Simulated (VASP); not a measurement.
Wanted: the native input for a VASP 6.6.1 run.

* Task: single point
* Functional: r2SCAN
* Potentials or basis: VASP PAW PBE potentials, release 64 (Ga_d, N)
* Cutoff: 520 eV
* k mesh: 12 × 12 × 6
* Occupations: gaussian, width 0.01 eV
* Spin: no spin polarisation
* Dipole correction: no
* Further INCAR settings: ALGO = Normal; EDIFF = 1e-06; NBANDS = 26

The system is GaN.

```
Ga N
1.0
     3.18315    0.00000    0.00000
    -1.59157    2.75669    0.00000
     0.00000    0.00000    5.18363
Ga N
2 2
Direct
  0.33333 0.66667 0.99911
  0.66667 0.33333 0.49911
  0.33333 0.66667 0.37589
  0.66667 0.33333 0.87589
```

The input as run:

POSCAR

```
GaN
1.0
    3.1831493761      0.0000000000      0.0000000000
   -1.5915746880      2.7566882238      0.0000000000
    0.0000000000      0.0000000000      5.1836252293
Ga N
2 2
Direct
    0.3333333333      0.6666666667     -0.0008868111
    0.6666666667      0.3333333333      0.4991131889
    0.3333333333      0.6666666667      0.3758868111
    0.6666666667      0.3333333333      0.8758868111
```

INCAR.step1

```
SYSTEM = GaN
PREC = Accurate ; ENCUT = 520
ISMEAR = 0 ; SIGMA = 0.01
LREAL = .False. ; LASPH = .True.
NELM = 80 ; NBANDS = 26
GGA = PE ; ALGO = Normal
EDIFF = 1E-4 ; LWAVE = .True.
LCHARG = .False.
```

INCAR.step2

```
SYSTEM = GaN
PREC = Accurate ; ENCUT = 520
EDIFF = 1E-6 ; ISMEAR = 0
SIGMA = 0.01 ; LREAL = .False.
LASPH = .True. ; NELM = 80
ALGO = Normal ; ISIF = 2
LWAVE = .False. ; LCHARG = .False.
METAGGA = R2SCAN ; LMIXTAU = .True.
NBANDS = 26 ; ISTART = 1
```

KPOINTS

```
regular mesh
0
Gamma
  12 12 6
  0 0 0
```

Potentials or basis: VASP PAW PBE potentials, release 64 (Ga_d, N).

Launch:

```bash
$ cat potpaw_PBE.64/Ga_d/POTCAR potpaw_PBE.64/N/POTCAR > POTCAR
$ cp INCAR.step1 INCAR
$ mpirun -np 1 vasp_std > vasp.out
$ cp INCAR.step2 INCAR
$ mpirun -np 1 vasp_std > vasp.out
```

It gave:

```json
{"Pressure": "1.1 GPa", "Largest force": "0.005 eV/Å", "Band gap on the k mesh": "2.34 eV, direct"}
```

Caveat: the PAW data sets were made with another functional, which shifts forces and pressure a little.

Wall time 2.3 min on 1 thread of Intel(R) Xeon(R) Platinum 8559C (Emerald Rapids), on a shared host, peak memory 0.22 GiB.
